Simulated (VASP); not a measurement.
Set up this calculation in VASP 6.6.1, as the native input.

```yaml
Task: single point
Functional: r2SCAN
Potentials_or_basis: VASP PAW PBE potentials, release 64 (Mn_pv)
Cutoff: 520 eV
k_mesh: 8 × 8 × 8
Occupations: fermi-dirac, width 0.1 eV
Spin: no spin polarisation
Dipole_correction: no
Further_INCAR_settings: ALGO = Normal; EDIFF = 1e-06; NBANDS = 62
```

The system is Mn.

```
Mn
1.0
     4.37884    0.00000    0.00000
     0.00000    4.37884    0.00000
     0.00000    0.00000    4.37884
Mn
8
Direct
  0.00000 0.00000 0.00000
  0.50000 0.50000 0.50000
  0.25000 0.00000 0.50000
  0.75000 0.00000 0.50000
  0.50000 0.25000 0.00000
  0.50000 0.75000 0.00000
  0.00000 0.50000 0.25000
  0.00000 0.50000 0.75000
```

These files were run (other wordings do the same):

POSCAR

```
Mn
1.0
    4.3788381888      0.0000000000      0.0000000000
    0.0000000000      4.3788381888      0.0000000000
    0.0000000000      0.0000000000      4.3788381888
Mn
8
Direct
    0.0000000000      0.0000000000      1.0000000000
    0.5000000000      0.5000000000      0.5000000000
    0.2500000000      0.0000000000      0.5000000000
    0.7500000000      0.0000000000      0.5000000000
    0.5000000000      0.2500000000      1.0000000000
    0.5000000000      0.7500000000      1.0000000000
    1.0000000000      0.5000000000      0.2500000000
    1.0000000000      0.5000000000      0.7500000000
```

INCAR.step1

```
SYSTEM = Mn
PREC = Accurate ; ENCUT = 520
ISMEAR = -1 ; SIGMA = 0.1
LREAL = .False. ; LASPH = .True.
NELM = 80 ; NBANDS = 62
GGA = PE ; ALGO = Normal
EDIFF = 1E-4 ; LWAVE = .True.
LCHARG = .False.
```

INCAR.step2

```
SYSTEM = Mn
PREC = Accurate ; ENCUT = 520
EDIFF = 1E-6 ; ISMEAR = -1
SIGMA = 0.1 ; LREAL = .False.
LASPH = .True. ; NELM = 80
ALGO = Normal ; ISIF = 2
LWAVE = .False. ; LCHARG = .True.
METAGGA = R2SCAN ; LMIXTAU = .True.
LELF = .True. ; LVHAR = .True.
NBANDS = 62 ; ISTART = 1
```

KPOINTS

```
Automatic mesh
0
Gamma
  8 8 8
  0 0 0
```

Potentials or basis: VASP PAW PBE potentials, release 64 (Mn_pv).

Command:

```bash
$ cat potpaw_PBE.64/Mn_pv/POTCAR > POTCAR
$ cp INCAR.step1 INCAR
$ mpirun -np 1 vasp_std > vasp.out
$ cp INCAR.step2 INCAR
$ mpirun -np 1 vasp_std > vasp.out
```

Results of the run:

| Quantity | Value |
| --- | --- |
| Pressure | 0.7 GPa |
| Band gap on the k mesh | zero (band 52 reaches 11.21 eV, above the bottom of band 53 at 10.78 eV) |

Caveat: the PAW data sets were made with another functional, which shifts forces and pressure a little; the run has no spin polarisation, though such a crystal can be magnetic.

Wall time 13 min on 1 thread of Intel(R) Xeon(R) Platinum 8259CL CPU @ 2.50GHz (Skylake/Cascade Lake), with other jobs on the host, peak memory 0.29 GiB.
